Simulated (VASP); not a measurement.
Here is a VASP 6.6.1 calculation.

POSCAR

```
VO2
1.0
    4.5837936911      0.0000000000      0.0000000000
    0.0000000000      4.5832365969      0.0000000000
    0.0000000000      0.0000000000      2.8383716473
V O
2 4
Direct
    0.0000000000      0.0000000000      0.5000000000
    0.5000000000      0.5000000000      0.0000000000
    0.3000396724      0.2999427323      0.5000000000
    0.6999603276      0.7000572677      0.5000000000
    0.1999603276      0.7999427323      0.0000000000
    0.8000396724      0.2000572677      0.0000000000
```

Contents of INCAR.step1:

```
ALGO = Normal
EDIFF = 1E-6
ENCUT = 520
GGA = PE
GGA_COMPAT = False
ISIF = 2
ISMEAR = 0
ISPIN = 2
KPAR = 4
LASPH = True
LCHARG = True
LMAXMIX = 4
LORBIT = 11
LREAL = False
LWAVE = False
MAGMOM = 0.92 0.92 0 0 0 0
NBANDS = 38
NEDOS = 2001
NELM = 200
PREC = Accurate
SIGMA = 0.1
```

KPOINTS.step1

```
k-points
0
Gamma
  8 8 12
```

The input INCAR.step2:

```
ALGO = Normal
EDIFF = 1E-6
ENCUT = 520
GGA = PE
GGA_COMPAT = False
ICHARG = 11
ISIF = 2
ISMEAR = -5
ISPIN = 2
KPAR = 4
LASPH = True
LCHARG = False
LMAXMIX = 4
LORBIT = 11
LREAL = False
LWAVE = False
MAGMOM = 0.92 0.92 0 0 0 0
NBANDS = 38
NEDOS = 1001
NELM = 200
PREC = Accurate
SIGMA = 0.1
```

Contents of KPOINTS.step2:

```
k-points
0
Gamma
  12 12 18
```

Potentials or basis: VASP PAW PBE potentials, release 64 (V_sv, O).

Run with:

```console
$ cat potpaw_PBE.64/V_sv/POTCAR potpaw_PBE.64/O/POTCAR > POTCAR
$ cp INCAR.step1 INCAR
$ cp KPOINTS.step1 KPOINTS
$ mpirun -np 4 vasp_std > vasp.out
$ cp INCAR.step2 INCAR
$ cp KPOINTS.step2 KPOINTS
$ mpirun -np 4 vasp_std > vasp.out
```

(1) What does it give for the net moment?

(2) What does it give for the site moments?

Answers

(1) 2.00 μB per cell.

(2) V +1.05; O -0.05 μB.
